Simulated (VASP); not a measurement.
Write the native input for VASP 6.6.1 that does the following.

```
Task                   : relaxation of cell and atoms
Functional             : PBEsol
Potentials or basis    : VASP PAW PBE potentials, release 64 (Sn_d)
Cutoff                 : 600 eV
k mesh                 : 16 × 16 × 16
Occupations            : fermi-dirac, width 0.1 eV
Spin                   : no spin polarisation
Target pressure        : 98 GPa
Dipole correction      : no
Further INCAR settings : ALGO = Normal; EDIFF = 1e-07; IBRION = 2; EDIFFG = -0.005; NSW = 60; ISIF = 3
```

The structure of Sn lies in POSCAR:

```
Sn
1.0
   -2.4337565183      2.4337565183      1.3385660851
    2.4337565183     -2.4337565183      1.3385660851
    2.4337565183      2.4337565183     -1.3385660851
Sn
2
Direct
   -0.3750000000     -0.1250000000     -0.2500000000
    0.3750000000      0.1250000000      0.2500000000
```

These files were run (other wordings do the same):

INCAR

```
  ALGO = Normal
  EDIFF = 1E-7
  EDIFFG = -0.005
  ENCUT = 600
  GGA = PS
  IBRION = 2
  ISIF = 3
  ISMEAR = -1
  LASPH = T
  LCHARG = F
  LREAL = F
  LWAVE = F
  NELM = 80
  NSW = 60
  PREC = Accurate
  PSTRESS = 980.0
  SIGMA = 0.1
```

KPOINTS

```
k-points
0
Gamma
  16 16 16
```

Potentials or basis: VASP PAW PBE potentials, release 64 (Sn_d).

Run with:

```console
$ cat potpaw_PBE.64/Sn_d/POTCAR > POTCAR
$ mpirun -np 1 vasp_std > vasp.out
```

It gave:

```json
{
 "Relaxed volume": "16.16 Å³/atom",
 "Relaxed cell": "a = 3.731 Å, b = 3.731 Å, c = 3.731 Å, α = 97.30°, β = 97.30°, γ = 138.24°",
 "Space group after relaxing (to 0.1 Å)": "I4_1/amd (No. 141)",
 "Energy change on relaxing (the run minimises the enthalpy)": "-195.7 meV/atom",
 "Ionic steps": "10",
 "Pressure after relaxing": "98.0 GPa",
 "Band gap on the k mesh": "zero (bands 14 and 15 overlap by 7.63 eV)"
}
```

Caveat: the cell is relaxed towards a set pressure, so the run minimises the enthalpy, not the energy; the PAW data sets were made with another functional, which shifts forces and pressure a little; spin-orbit coupling is left out, which moves the levels of the heavy elements.

It took 12 min on 1 thread of AMD EPYC 9R45 96-Core Processor (Zen 5) (shared host), peak memory 0.31 GiB.
